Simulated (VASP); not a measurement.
Set up this calculation in VASP 6.6.1, as the native input.

```yaml
Task: single point
Functional: RPBE
Potentials_or_basis: VASP PAW PBE potentials, release 64 (Mo_sv)
Cutoff: 520 eV
k_mesh: 15 × 15 × 7
Occupations: fermi-dirac, width 0.1 eV
Spin: no spin polarisation
Dipole_correction: no
Further_INCAR_settings: ALGO = Normal; EDIFF = 1e-06; NBANDS = 21
```

The structure of Mo lies in POSCAR:

```
Mo
1.0
    2.7333909640      0.0000000000      0.0000000000
   -1.3666954820      2.3671860133      0.0000000000
    0.0000000000      0.0000000000      4.8514659590
Mo
2
Direct
    0.3333333333      0.6666666667      0.2500000000
    0.6666666667      0.3333333333      0.7500000000
```

This cell differs from its parent crystal: volume scaled by 0.96.

One way to write it, as run:

INCAR

```
  PREC = Accurate
  ENCUT = 520
  EDIFF = 1E-6
  ISMEAR = -1
  SIGMA = 0.1
  LREAL = F
  LASPH = T
  NELM = 80
  ALGO = Normal
  ISIF = 2
  LWAVE = F
  LCHARG = T
  GGA = RP
  LELF = T
  LVHAR = T
  NBANDS = 21
```

KPOINTS

```
Automatic mesh
0
Gamma
  15 15 7
```

Potentials or basis: VASP PAW PBE potentials, release 64 (Mo_sv).

Launch:

```sh
$ cat potpaw_PBE.64/Mo_sv/POTCAR > POTCAR
$ mpirun -np 1 vasp_std > vasp.out
```

It gave:

```yaml
Pressure: 10.6 GPa
Band_gap_on_the_k_mesh: zero (band 14 reaches 13.49 eV, above the bottom of band 15 at 11.73 eV)
```

Caveat: the PAW data sets were made with another functional, which shifts forces and pressure a little.

It took 30 s on 1 thread of Intel Xeon 6975P-C, with other jobs on the host, peak memory 0.18 GiB.
